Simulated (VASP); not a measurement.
# S (Fmmm) in VASP: single point with PBEsol

Aim: the single point of S with PBEsol.

All numbers are computed with VASP 6.6.1; they aren't measurements. Logs are shortened: lines on timing, memory, paths and dates and some standing lists are left out, and cuts for length are marked.

## Step 1: The cell of the first run

It takes space group Fmmm (No. 69, orthorhombic). The conventional cell has a = 3.283 Å, b = 3.325 Å, c = 14.410 Å, α = 90.00°, β = 90.00°, γ = 90.00°. Within 3.1 Å of S (site symmetry mm2) lie 4 S at 2.34 Å.

## Step 2: Single point, PBEsol

INCAR

```
ALGO = Fast
EDIFF = 1E-7
ENCUT = 520
GGA = PS
ISIF = 2
ISMEAR = 0
LASPH = T
LCHARG = F
LREAL = F
LWAVE = F
NBANDS = 20
NELM = 80
PREC = Accurate
SIGMA = 0.1
```

KPOINTS

```
k-points
0
Gamma
  14 14 12
```

POSCAR

```
S
1.0
    1.6415817112     -7.2050937567      0.0000000000
    1.6415817112      7.2050937567      0.0000000000
    0.0000000000      0.0000000000      3.3245856383
S
4
Direct
    0.1261074534      0.8738925466      1.0000011175
    0.6261074534      0.3738925466      0.4999988825
    0.8738925466      0.1261074534     -0.0000011175
    0.3738925466      0.6261074534      0.5000011175
```

Potentials or basis: VASP PAW PBE potentials, release 64 (S).

Launch:

```sh
$ cat potpaw_PBE.64/S/POTCAR > POTCAR
$ mpirun -np 1 vasp_std > vasp.out
```

OUTCAR:

```text
EDIFF = 1E-7
   ENCUT = 520
   GGA = PS
   ISIF = 2
   ISMEAR = 0
   LASPH = T
   LREAL = F
   NELM = 80
   PREC = Accurate

 ion  position               nearest neighbor table
   1  0.126  0.874  0.000-   2 2.34   2 2.34   2 2.34   2 2.34
   2  0.626  0.374  0.500-   1 2.34   1 2.34   1 2.34   1 2.34
   3  0.874  0.126  1.000-   4 2.34   4 2.34   4 2.34   4 2.34
   4  0.374  0.626  0.500-   3 2.34   3 2.34   3 2.34   3 2.34

  LATTYP: Found a base centered orthorhombic cell.
 ALAT       =     3.2831634224
 B/A-ratio  =     4.3891167327
 C/A-ratio  =     1.0126165562

  Lattice vectors:

 A1 = (   1.6415817112,  -7.2050937567,   0.0000000000)
 A2 = (   1.6415817112,   7.2050937567,   0.0000000000)
 A3 = (   0.0000000000,   0.0000000000,   3.3245856383)

Analysis of symmetry for initial positions (statically):
=====================================================================
 Subroutine PRICEL returns following result:

  LATTYP: Found a face centered orthorhombic cell.
 ALAT       =     3.2831634224
 B/A-ratio  =     1.0126165562
 C/A-ratio  =     4.3891167326

  Lattice vectors:

 A1 = (   0.0000000000,  -7.2050937567,   1.6622853887)
 A2 = (   1.6415817112,  -7.2050937567,  -0.0000148609)
 A3 = (   1.6415817112,   0.0000000000,   1.6622853887)

   2 primitive cells build up your supercell.

 Routine SETGRP: Setting up the symmetry group for a
 base centered orthorhombic supercell.

 Subroutine GETGRP returns: Found  8 space group operations
 (whereof  8 operations were pure point group operations)
 out of a pool of  8 trial point group operations.

The static configuration has the point symmetry D_2h.

Analysis of symmetry for dynamics (positions and initial velocities):
=====================================================================
 Subroutine PRICEL returns following result:

  LATTYP: Found a face centered orthorhombic cell.
 ALAT       =     3.2831634224
 B/A-ratio  =     1.0126165562
 C/A-ratio  =     4.3891167326

  Lattice vectors:

 A1 = (   0.0000000000,  -7.2050937567,   1.6622853887)
 A2 = (   1.6415817112,  -7.2050937567,  -0.0000148609)
 A3 = (   1.6415817112,   0.0000000000,   1.6622853887)

   2 primitive cells build up your supercell.

 Routine SETGRP: Setting up the symmetry group for a
 base centered orthorhombic supercell.

 Subroutine GETGRP returns: Found  8 space group operations
 (whereof  8 operations were pure point group operations)
 out of a pool of  8 trial point group operations.

The dynamic configuration has the point symmetry D_2h.

 Subroutine INISYM returns: Found  8 space group operations
 (whereof  8 operations are pure point group operations),
 and found     2 'primitive' translations

----------------------------------------------------------------------------------------

                                     Primitive cell

  volume of cell :      39.3224

  direct lattice vectors                    reciprocal lattice vectors
     0.000000000 -7.205093757  1.662285389    -0.304582929 -0.069395660  0.300789364
     1.641581711 -7.205093757 -0.000014861     0.304582929 -0.069395039 -0.300789364
     1.641581711  0.000000000  1.662285389     0.304585652  0.069395039  0.300789364

  length of vectors
     7.394360605  7.389733862  2.336232700     0.433659728  0.433659628  0.433661541

  position of ions in fractional coordinates (direct lattice)
     0.126109135  0.126105772  0.873894228
     0.873895335  0.873889758  0.126110242

  ion indices of the primitive-cell ions
   primitive index   ion index
                 1           1
                 2           3

----------------------------------------------------------------------------------------

 KPOINTS: k-points

Automatic generation of k-mesh.
 Grid dimensions read from file:
 generate k-points for:   14   14   12

 Generating k-lattice:

  Cartesian coordinates                     Fractional coordinates (reciprocal lattice)
     0.021756021 -0.004956811  0.000000000     0.071428571 -0.000000000  0.000000000
     0.021756021  0.004956811  0.000000000    -0.000000000  0.071428571  0.000000000
     0.000000000  0.000000000  0.025065780     0.000000000  0.000000000  0.083333333

  Length of vectors
     0.022313548  0.022313548  0.025065780

  Shift w.r.t. Gamma in fractional coordinates (k-lattice)
     0.000000000  0.000000000  0.000000000

 Subroutine IBZKPT returns following result:
 ===========================================

 Found    399 irreducible k-points:

 Following reciprocal coordinates:
            Coordinates               Weight
  0.000000  0.000000  0.000000      1.000000
  0.071429  0.000000  0.000000      4.000000
  0.142857  0.000000  0.000000      4.000000
  0.214286  0.000000  0.000000      4.000000
  0.285714  0.000000  0.000000      4.000000
  0.357143  0.000000  0.000000      4.000000
[... 16 lines left out ...]
  0.214286  0.142857  0.000000      4.000000
  0.285714  0.142857  0.000000      4.000000
 [... further k-points ...]
   k-points           NKPTS =    399   k-points in BZ     NKDIM =    399   number of bands    NBANDS=     20
   number of dos      NEDOS =    301   number of ions     NIONS =      4
   total plane-waves  NPLWV =  87808
   dimension x,y,z NGX =    56 NGY =   56 NGZ =   28
   dimension x,y,z NGXF=   112 NGYF=  112 NGZF=   56
   ions per type =               4
   NGX,Y,Z   is equivalent  to a cutoff of  12.60, 12.60, 14.00 a.u.
   NGXF,Y,Z  is equivalent  to a cutoff of  25.20, 25.20, 28.00 a.u.
 SYSTEM =  unknown system
   PREC   = accura    normal or accurate (medium, high low for compatibility)
   ISTART =      0    job   : 0-new  1-cont  2-samecut
   ICHARG =      2    charge: 1-file 2-atom 10-const
   ISPIN  =      1    spin polarized calculation?
   LNONCOLLINEAR =      F non collinear calculations
   LSORBIT =      F    spin-orbit coupling
   LASPH  =      T    aspherical Exc in radial PAW
   ENCUT  =  520.0 eV  38.22 Ry    6.18 a.u.  13.74 13.74  6.18*2*pi/ulx,y,z
   NELM   =     80;   NELMIN=  2; NELMDL= -5     # of ELM steps
   EDIFF  = 0.1E-06   stopping-criterion for ELM
   LREAL  =      F    real-space projection
   EDIFFG = 0.1E-05   stopping-criterion for IOM
   NSW    =      0    number of steps for IOM
   IBRION =     -1    ionic relax: 0-MD 1-quasi-New 2-CG
   NFREE  =      0    steps in history (QN), initial steepest desc. (CG)
   ISIF   =      2    stress and relaxation
   ISYM   =      2    0-nonsym 1-usesym 2-fastsym
   POTIM  = 0.5000    time-step for ionic-motion
   TEBEG  =    0.0;   TEEND  =   0.0 temperature during run
   PSTRESS=    0.0 pullay stress
   NELECT =      24.0000    total number of electrons
   NUPDOWN=      -1.0000    fix difference up-down
   EMIN   =  10.00;   EMAX   =-10.00  energy-range for DOS
   EFERMI =   0.00;   METHOD = LEGACY
   ISMEAR =     0;   SIGMA  =   0.10  broadening in eV -4-tet -1-fermi 0-gaus
   EFERMI_NEDOS =   21; number of points for ismear=-14 and -15
   IALGO  =     68    algorithm
   IMIX   =      4    mixing-type and parameters
     AMIX     =   0.40;   BMIX     =  1.00
     AMIX_MAG =   1.60;   BMIX_MAG =  1.00
  volume/ion in A,a.u.               =      19.66       132.68
  Fermi-wavevector in a.u.,A,eV,Ry     =   1.102187  2.082832 16.528583  1.214817
  Thomas-Fermi vector in A             =   2.238626
   LORBIT       =      0    0 simple, 1 ext, 2 COOP (PROOUT), +10 PAW based schemes
   GGA     = PS    functional components
   LHFCALC =     F    Hartree Fock is set to
   AEXX    =    0.0000 exact exchange contribution
   IVDW    =     0    specifies the selected vdW correction
   LEPSILON=     F    determine dielectric tensor
   LRPA    =     F    only Hartree local field effects (RPA)
 non-spin polarized calculation
 RMM-DIIS sequential band-by-band and
 Gauss-broadening in eV      SIGMA  =   0.10
  energy-cutoff  :      520.00
  volume of cell :       78.64
 maximum number of plane-waves:      2136
   NGX = 27   NGY = 27   NGZ = 13

 number of electron      23.9999998 magnetization

 Free energy of the ion-electron system (eV)
  ---------------------------------------------------
  ext. energy  EPLUGINS =         0.00000000
  ---------------------------------------------------
  free energy    TOTEN  =       -16.10242333 eV

  energy without entropy =      -16.09497703  energy(sigma->0) =      -16.09870018

 E-fermi :   4.8246     XC(G=0):  -9.7970

 val. band max:        4.8225891999   @ k =   0.1429   0.0000   0.3333
 cond. band min:       4.8249853962   @ k =   0.0714   0.0714   0.3333
 fundamental gap:      0.0023961963
 Fermi energy:         4.8245527949

 k-point     1 :       0.0000    0.0000    0.0000
  band No.  band energies     occupation
      1     -12.2620      2.00000
      2     -11.9855      2.00000
      3      -2.8635      2.00000
      4      -2.7324      2.00000
      5      -1.3156      2.00000
      6      -0.5688      2.00000
[... 12 lines left out ...]
     19       9.7106      0.00000
     20      13.3006      0.00000

 k-point     2 :       0.0714    0.0000    0.0000
  band No.  band energies     occupation
      1     -12.1989      2.00000
      2     -11.9245      2.00000
      3      -3.2759      2.00000
      4      -3.1792      2.00000
      5      -1.2502      2.00000
      6      -0.5069      2.00000
[... 12 lines left out ...]
     19       9.4103      0.00000
     20      13.3588      0.00000

 k-point     3 :       0.1429    0.0000    0.0000
  band No.  band energies     occupation
      1     -12.0100      2.00000
      2     -11.7419      2.00000
      3      -4.1799      2.00000
      4      -4.1140      2.00000
      5      -1.0547      2.00000
      6      -0.3211      2.00000
[... 12 lines left out ...]
     19       9.2765      0.00000
     20      13.5865      0.00000

 k-point     4 :       0.2143    0.0000    0.0000
  band No.  band energies     occupation
      1     -11.6963      2.00000
      2     -11.4385      2.00000
      3      -5.2446      2.00000
      4      -5.1720      2.00000
      5      -0.7312      2.00000
      6      -0.0118      2.00000
[... 429 lines left out ...]
 k-point    23 :       0.2143    0.1429    0.0000
  band No.  band energies     occupation
      1     -10.7210      2.00000
      2     -10.4560      2.00000
      3      -7.3328      2.00000
      4      -7.3061      2.00000
      5       0.1590      2.00000
      6       0.9635      2.00000
[... 12 lines left out ...]
     19      13.6972      0.00000
     20      14.0515      0.00000

 k-point    24 :       0.2857    0.1429    0.0000
  band No.  band energies     occupation
      1     -10.0531      2.00000
      2      -9.7979      2.00000
      3      -8.3103      2.00000
      4      -8.2552      2.00000
      5       0.7990      2.00000
      6       1.6357      2.00000
[... 12 lines left out ...]
     19      14.2590      0.00000
     20      15.5118      0.00000

 [... further k-points ...]

------------------------ aborting loop because EDIFF is reached ----------------------------------------

  FORCE on cell =-STRESS in cart. coord.  units (eV):
  Direction    XX          YY          ZZ          XY          YZ          ZX
  --------------------------------------------------------------------------------------
  -------------------------------------------------------------------------------------
  Total       -0.0381289     -0.0060954      0.0797424      0.0000000      0.0000000      0.0000000
  in kB       -0.7767754     -0.1241780      1.6245387      0.0000000      0.0000000      0.0000000
  external PRESSURE =       0.2411951 kB  Pullay stress =       0.0000000 kB

 VOLUME and BASIS-vectors are now :
 -----------------------------------------------------------------------------
  energy-cutoff  :      520.00
  volume of cell :       78.64
      direct lattice vectors                 reciprocal lattice vectors
     1.641581711 -7.205093757  0.000000000     0.304584290 -0.069395350  0.000000000
     1.641581711  7.205093757  0.000000000     0.304584290  0.069395350  0.000000000
     0.000000000  0.000000000  3.324585638     0.000000000  0.000000000  0.300789364

 POSITION                                       TOTAL-FORCE (eV/Angst)
 -----------------------------------------------------------------------------------
      1.64158      5.38786      0.00000         0.000000     -0.000543      0.000000
      1.64158     -1.81723      1.66229         0.000000     -0.000543      0.000000
      1.64158     -5.38786      3.32458         0.000000      0.000543      0.000000
      1.64158      1.81723      1.66230         0.000000      0.000543      0.000000
 -----------------------------------------------------------------------------------
    total drift:                                0.000000     -0.000000     -0.000000

  FREE ENERGIE OF THE ION-ELECTRON SYSTEM (eV)
  ---------------------------------------------------
  free  energy   TOTEN  =       -16.1024233310 eV

  energy  without entropy=      -16.0949770300  energy(sigma->0) =      -16.09870018
```

It took 12 min on 1 thread of AMD EPYC 9R45 (Zen 5), shared host; peak memory 0.54 GiB.

What came out:

| Item | Value |
| --- | --- |
| Free energy | -16.1024 eV |
| Pressure | 0.0 GPa |
| Band gap on the k mesh | zero (band 12 reaches 6.71 eV, above the bottom of band 13 at 3.41 eV) |

Stress tensor (GPa, compression positive):
```
-0.08  0.00  0.00
 0.00 -0.01  0.00
 0.00  0.00  0.16
```

Caveat: the PAW data sets were made with another functional, which shifts forces and pressure a little.
